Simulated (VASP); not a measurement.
# TaN (Fm-3m) in VASP: further runs

Aim: see how the results for TaN move with the level of theory and the settings. Levels: PBE0, HSE06. Tasks: single point.

All numbers are computed with VASP 6.6.1; they aren't measurements. Logs are shortened: lines on timing, memory, paths and dates and some standing lists are left out, and cuts for length are marked.

## Step 1: The cell of the first run

The structure is cubic, space group Fm-3m (No. 225). The conventional cell has a = 4.332 Å, b = 4.332 Å, c = 4.332 Å, α = 90.00°, β = 90.00°, γ = 90.00°. Ta (site symmetry m-3m) has 6 N at 2.17 Å within 2.9 Å. Within 2.9 Å of N (site symmetry m-3m) lie 6 Ta at 2.17 Å.

## Step 2: Single point, PBE0

Contents of POSCAR:

```
TaN
1.0
    0.0000000000      2.1661812927      2.1661812927
    2.1661812927      0.0000000000      2.1661812927
    2.1661812927      2.1661812927      0.0000000000
Ta N
1 1
Direct
    0.5000000000      0.5000000000      0.5000000000
    0.0000000000      0.0000000000      0.0000000000
```

Contents of INCAR.step1:

```
SYSTEM = TaN
ALGO     = Normal         ! electronic algorithm
EDIFF    = 1E-5           ! SCF threshold, eV
ENCUT    = 520            ! plane-wave cutoff, eV
GGA      = PE             ! functional
ISIF     = 2              ! what is computed and relaxed
ISMEAR   = -1             ! smearing method
LASPH    = .TRUE.         ! aspherical terms in the spheres
LCHARG   = .FALSE.        ! write CHGCAR
LREAL    = .FALSE.        ! projectors in reciprocal space
LWAVE    = .TRUE.         ! write WAVECAR
NBANDS   = 15             ! bands
NELM     = 60             ! most SCF steps
PREC     = Accurate       ! precision mode
SIGMA    = 0.05           ! smearing width, eV
```

Contents of INCAR.step2:

```
SYSTEM = TaN
AEXX     = 0.25           ! exact-exchange fraction
ALGO     = Normal         ! electronic algorithm
EDIFF    = 1E-6           ! SCF threshold, eV
ENCUT    = 520            ! plane-wave cutoff, eV
GGA      = PE             ! functional
ISIF     = 2              ! what is computed and relaxed
ISMEAR   = -1             ! smearing method
ISTART   = 1            
LASPH    = .TRUE.         ! aspherical terms in the spheres
LCHARG   = .FALSE.        ! write CHGCAR
LHFCALC  = .TRUE.         ! exact exchange
LREAL    = .FALSE.        ! projectors in reciprocal space
LWAVE    = .FALSE.        ! write WAVECAR
NBANDS   = 15             ! bands
NELM     = 60             ! most SCF steps
PREC     = Accurate       ! precision mode
PRECFOCK = Normal       
SIGMA    = 0.05           ! smearing width, eV
```

Contents of KPOINTS:

```
k-points
0
G
  6 6 6
  0 0 0
```

Potentials or basis: VASP PAW PBE potentials, release 64 (Ta_pv, N).

Run with:

```bash
$ cat potpaw_PBE.64/Ta_pv/POTCAR potpaw_PBE.64/N/POTCAR > POTCAR
$ cp INCAR.step1 INCAR
$ mpirun -np 1 vasp_std > vasp.out
$ cp INCAR.step2 INCAR
$ mpirun -np 1 vasp_std > vasp.out
```

OUTCAR:

```text
SYSTEM = TaN
   AEXX = 0.25
   EDIFF = 1E-6
   ENCUT = 520
   GGA = PE
   ISIF = 2
   ISMEAR = -1
   ISTART = 1
   LASPH = .TRUE.
   LHFCALC = .TRUE.
   LREAL = .FALSE.
   NELM = 60
   PREC = Accurate
   PRECFOCK = Normal

 ion  position               nearest neighbor table
   1  0.500  0.500  0.500-   2 2.17   2 2.17   2 2.17   2 2.17   2 2.17   2 2.17
   2  0.000  0.000  0.000-   1 2.17   1 2.17   1 2.17   1 2.17   1 2.17   1 2.17

  LATTYP: Found a face centered cubic cell.
 ALAT       =     4.3323625854

  Lattice vectors:

 A1 = (   0.0000000000,   2.1661812927,   2.1661812927)
 A2 = (   2.1661812927,   0.0000000000,   2.1661812927)
 A3 = (   2.1661812927,   2.1661812927,   0.0000000000)

Analysis of symmetry for initial positions (statically):
=====================================================================
 Subroutine PRICEL returns:
 Original cell was already a primitive cell.

 Routine SETGRP: Setting up the symmetry group for a
 face centered cubic supercell.

 Subroutine GETGRP returns: Found 48 space group operations
 (whereof 48 operations were pure point group operations)
 out of a pool of 48 trial point group operations.

The static configuration has the point symmetry O_h .

Analysis of symmetry for dynamics (positions and initial velocities):
=====================================================================
 Subroutine PRICEL returns:
 Original cell was already a primitive cell.

 Routine SETGRP: Setting up the symmetry group for a
 face centered cubic supercell.

 Subroutine GETGRP returns: Found 48 space group operations
 (whereof 48 operations were pure point group operations)
 out of a pool of 48 trial point group operations.

The dynamic configuration has the point symmetry O_h .

 Subroutine INISYM returns: Found 48 space group operations
 (whereof 48 operations are pure point group operations),
 and found     1 'primitive' translations

----------------------------------------------------------------------------------------

                                     Primitive cell

  volume of cell :      20.3289

  direct lattice vectors                    reciprocal lattice vectors
     0.000000000  2.166181293  2.166181293    -0.230820939  0.230820939  0.230820939
     2.166181293  0.000000000  2.166181293     0.230820939 -0.230820939  0.230820939
     2.166181293  2.166181293  0.000000000     0.230820939  0.230820939 -0.230820939

  length of vectors
     3.063442963  3.063442963  3.063442963     0.399793594  0.399793594  0.399793594

  position of ions in fractional coordinates (direct lattice)
     0.500000000  0.500000000  0.500000000
     0.000000000  0.000000000  0.000000000

  ion indices of the primitive-cell ions
   primitive index   ion index
                 1           1
                 2           2

----------------------------------------------------------------------------------------

 KPOINTS: k-points

Automatic generation of k-mesh.
 Grid dimensions read from file:
 generate k-points for:    6    6    6

 Generating k-lattice:

  Cartesian coordinates                     Fractional coordinates (reciprocal lattice)
    -0.038470156  0.038470156  0.038470156     0.166666667  0.000000000  0.000000000
     0.038470156 -0.038470156  0.038470156     0.000000000  0.166666667  0.000000000
     0.038470156  0.038470156 -0.038470156     0.000000000  0.000000000  0.166666667

  Length of vectors
     0.066632266  0.066632266  0.066632266

  Shift w.r.t. Gamma in fractional coordinates (k-lattice)
     0.000000000  0.000000000  0.000000000

 Subroutine IBZKPT returns following result:
 ===========================================

 Found     16 irreducible k-points:

 Following reciprocal coordinates:
            Coordinates               Weight
  0.000000  0.000000  0.000000      1.000000
  0.166667  0.000000  0.000000      8.000000
  0.333333  0.000000  0.000000      8.000000
  0.500000  0.000000  0.000000      4.000000
  0.166667  0.166667  0.000000      6.000000
  0.333333  0.166667  0.000000     24.000000
[... 8 lines left out ...]
 -0.333333  0.333333  0.166667     24.000000
 -0.333333  0.500000  0.166667     12.000000
   k-points           NKPTS =     16   k-points in BZ     NKDIM =    216   number of bands    NBANDS=     15
   number of dos      NEDOS =    301   number of ions     NIONS =      2
   total plane-waves  NPLWV =  13824
   dimension x,y,z NGX =    24 NGY =   24 NGZ =   24
   dimension x,y,z NGXF=    48 NGYF=   48 NGZF=   48
   ions per type =               1   1
   NGX,Y,Z   is equivalent  to a cutoff of  13.02, 13.02, 13.02 a.u.
   NGXF,Y,Z  is equivalent  to a cutoff of  26.05, 26.05, 26.05 a.u.
 SYSTEM =  TaN
   PREC   = accura    normal or accurate (medium, high low for compatibility)
   ISTART =      1    job   : 0-new  1-cont  2-samecut
   ICHARG =      0    charge: 1-file 2-atom 10-const
   ISPIN  =      1    spin polarized calculation?
   LNONCOLLINEAR =      F non collinear calculations
   LSORBIT =      F    spin-orbit coupling
   LASPH  =      T    aspherical Exc in radial PAW
   ENCUT  =  520.0 eV  38.22 Ry    6.18 a.u.   5.70  5.70  5.70*2*pi/ulx,y,z
   NELM   =     60;   NELMIN=  2; NELMDL=  0     # of ELM steps
   EDIFF  = 0.1E-05   stopping-criterion for ELM
   LREAL  =      F    real-space projection
   EDIFFG = 0.1E-04   stopping-criterion for IOM
   NSW    =      0    number of steps for IOM
   IBRION =     -1    ionic relax: 0-MD 1-quasi-New 2-CG
   NFREE  =      0    steps in history (QN), initial steepest desc. (CG)
   ISIF   =      2    stress and relaxation
   ISYM   =      3    0-nonsym 1-usesym 2-fastsym
   POTIM  = 0.5000    time-step for ionic-motion
   TEBEG  =    0.0;   TEEND  =   0.0 temperature during run
   PSTRESS=    0.0 pullay stress
   NELECT =      16.0000    total number of electrons
   NUPDOWN=      -1.0000    fix difference up-down
   EMIN   =  10.00;   EMAX   =-10.00  energy-range for DOS
   EFERMI =   0.00;   METHOD = LEGACY
   ISMEAR =    -1;   SIGMA  =   0.05  broadening in eV -4-tet -1-fermi 0-gaus
   EFERMI_NEDOS =   21; number of points for ismear=-14 and -15
   IALGO  =     38    algorithm
   IMIX   =      1    mixing-type and parameters
     AMIX     =   0.40;   BMIX     =  1.00
     AMIX_MAG =   1.60;   BMIX_MAG =  1.00
  volume/ion in A,a.u.               =      10.16        68.59
  Fermi-wavevector in a.u.,A,eV,Ry     =   1.511507  2.856333 31.084577  2.284652
  Thomas-Fermi vector in A             =   2.621555
   LORBIT       =      0    0 simple, 1 ext, 2 COOP (PROOUT), +10 PAW based schemes
   GGA     = PE    functional components
   LHFCALC =     T    Hartree Fock is set to
   PRECFOCK=normal    Normal, Fast or Accurate (Low or Medium for compatibility)
   ENCUT4O =  -1.0   cutoff for four orbital integrals eV
   NKREDX  =     1    reduce k-point grid by
   NKREDY  =     1    reduce k-point grid by
   NKREDZ  =     1    reduce k-point grid by
   AEXX    =    0.2500 exact exchange contribution
   HFSCREEN=    0.0000 screening length (either q_TF or 0.3 A-1)
   HFSCREENC=   0.0000 screening length for correlation (either q_TF or 0.3 A-1)
   ENCUTFOCK=  -1.0 apply spherical cutoff to Coloumb kernel
   IVDW    =     0    specifies the selected vdW correction
   LEPSILON=     F    determine dielectric tensor
   LRPA    =     F    only Hartree local field effects (RPA)
 non-spin polarized calculation
  energy-cutoff  :      520.00
  volume of cell :       20.33
 maximum number of plane-waves:       568
  NGX = 18; NGY = 18; NGZ = 18

 number of electron      15.9999999 magnetization

 Free energy of the ion-electron system (eV)
  ---------------------------------------------------
  ext. energy  EPLUGINS =         0.00000000
  ---------------------------------------------------
  free energy    TOTEN  =       -27.19451818 eV

  energy without entropy =      -27.19237383  energy(sigma->0) =      -27.19344601

 E-fermi :  10.1598     XC(G=0): -10.7397

 val. band max:       10.1048967052   @ k =   0.3333   0.0000   0.0000
 cond. band min:      10.5577899449   @ k =   0.1667   0.1667   0.0000
 fundamental gap:      0.4528932396
 Fermi energy:        10.1597719796

 k-point     1 :       0.0000    0.0000    0.0000
  band No.  band energies     occupation
      1     -28.6653      2.00000
      2     -28.6653      2.00000
      3     -28.6653      2.00000
      4     -11.9423      2.00000
      5       5.0016      2.00000
      6       5.0016      2.00000
      7       5.0016      2.00000
      8       7.1813      2.00000
      9       7.1813      2.00000
     10       7.1813      2.00000
     11      10.9049      0.00000
     12      10.9049      0.00000
     13      12.9802      0.00000
     14      20.3564      0.00000
     15      24.7663      0.00000

 k-point     2 :       0.1667    0.0000    0.0000
  band No.  band energies     occupation
      1     -28.9796      2.00000
      2     -28.6898      2.00000
      3     -28.6898      2.00000
      4     -11.1795      2.00000
      5       2.3517      2.00000
      6       3.2277      2.00000
      7       3.2277      2.00000
      8       8.2181      2.00000
      9       8.3192      2.00000
     10       8.3192      2.00000
     11      13.3318      0.00000
     12      13.3318      0.00000
     13      14.7272      0.00000
     14      22.5003      0.00000
     15      24.7662      0.00000
[... 221 lines left out ...]
      3     -28.9412      2.00000
      4      -9.4505      2.00000
      5      -0.3211      2.00000
      6       1.4380      2.00000
      7       1.5699      2.00000
      8       9.7469      1.99948
      9      10.5987      0.00031
     10      14.2892      0.00000
     11      16.3374      0.00000
     12      17.2110      0.00000
     13      21.6798      0.00000
     14      22.3550      0.00000
     15      24.7694      0.00000

 k-point    16 :      -0.3333    0.5000    0.1667
  band No.  band energies     occupation
      1     -29.4993      2.00000
      2     -29.1998      2.00000
      3     -29.0700      2.00000
      4      -9.9932      2.00000
      5       1.4884      2.00000
      6       1.6289      2.00000
      7       1.8213      2.00000
      8       7.2200      2.00000
      9      12.4634      0.00000
     10      14.8989      0.00000
     11      15.0811      0.00000
     12      16.5199      0.00000
     13      20.7537      0.00000
     14      22.3445      0.00000
     15      24.7687      0.00000

------------------------ aborting loop because EDIFF is reached ----------------------------------------

  FORCE on cell =-STRESS in cart. coord.  units (eV):
  Direction    XX          YY          ZZ          XY          YZ          ZX
  --------------------------------------------------------------------------------------
  -------------------------------------------------------------------------------------
  Total        1.6973483      1.6973483      1.6973483     -0.0000000     -0.0000000      0.0000000
  in kB      133.7725971    133.7725971    133.7725971     -0.0000000     -0.0000000      0.0000000
  external PRESSURE =     133.7725971 kB  Pullay stress =       0.0000000 kB

 VOLUME and BASIS-vectors are now :
 -----------------------------------------------------------------------------
  energy-cutoff  :      520.00
  volume of cell :       20.33
      direct lattice vectors                 reciprocal lattice vectors
     0.000000000  2.166181293  2.166181293    -0.230820939  0.230820939  0.230820939
     2.166181293  0.000000000  2.166181293     0.230820939 -0.230820939  0.230820939
     2.166181293  2.166181293  0.000000000     0.230820939  0.230820939 -0.230820939

 POSITION                                       TOTAL-FORCE (eV/Angst)
 -----------------------------------------------------------------------------------
      2.16618      2.16618      2.16618        -0.000000      0.000000      0.000000
      0.00000      0.00000      0.00000         0.000000     -0.000000     -0.000000
 -----------------------------------------------------------------------------------
    total drift:                               -0.000000     -0.000001     -0.000001

  FREE ENERGIE OF THE ION-ELECTRON SYSTEM (eV)
  ---------------------------------------------------
  free  energy   TOTEN  =       -27.1945181751 eV

  energy  without entropy=      -27.1923738350  energy(sigma->0) =      -27.19344601
```

Run time: 11 min. Hardware: 1 thread of Intel Xeon 6975P-C (Granite Rapids), shared host; peak memory 0.15 GiB.

Results:

* Free energy: -27.1945 eV
* Pressure: 13.4 GPa
* Band gap on the k mesh: zero (bands 8 and 9 overlap by 5.71 eV)

Caveat: the k points lie up to 0.42 Å⁻¹ apart, too coarse for converged energies and pressures of a metal; the PAW data sets were made with another functional, which shifts forces and pressure a little; spin-orbit coupling is left out, which moves the levels of the heavy elements.

(Continued in part 2 of 2.)
